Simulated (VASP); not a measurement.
Input of a VASP 6.6.1 run:

File INCAR:

```
  ALGO = Normal
  DIPOL = 0.5 0.5 0.500
  EDIFF = 1E-6
  ENCUT = 520
  GGA = PE
  IDIPOL = 3
  ISIF = 2
  ISMEAR = 0
  IVDW = 12
  LASPH = T
  LCHARG = F
  LDIPOL = T
  LREAL = F
  LWAVE = F
  NBANDS = 21
  NELM = 100
  PREC = Accurate
  SIGMA = 0.1
```

File KPOINTS:

```
k-points
0
Gamma
  12 12 1
```

POSCAR

```
Ge
1.0
    3.8360000000      0.0000000000      0.0000000000
   -1.9180000000      3.3220734489      0.0000000000
    0.0000000000      0.0000000000     28.0000000000
Ge
2
Direct
    0.3333333333      0.6666666667      0.5130892857
    0.6666666667      0.3333333333      0.4869107143
```

Potentials or basis: VASP PAW PBE potentials, release 64 (Ge_d).

Run with:

```bash
$ cat potpaw_PBE.64/Ge_d/POTCAR > POTCAR
$ mpirun -np 1 vasp_std > vasp.out
```

Predict the dispersion energy per atom.

-0.169 eV.

What does it give for the band gap on the k mesh?

Zero (filled and empty bands touch).

What does it give for the largest force?

0.210 eV/Å.

Forces on the atoms (eV/Å):
```
Ge   0.000  0.000  0.210
Ge   0.000  0.000 -0.210
```
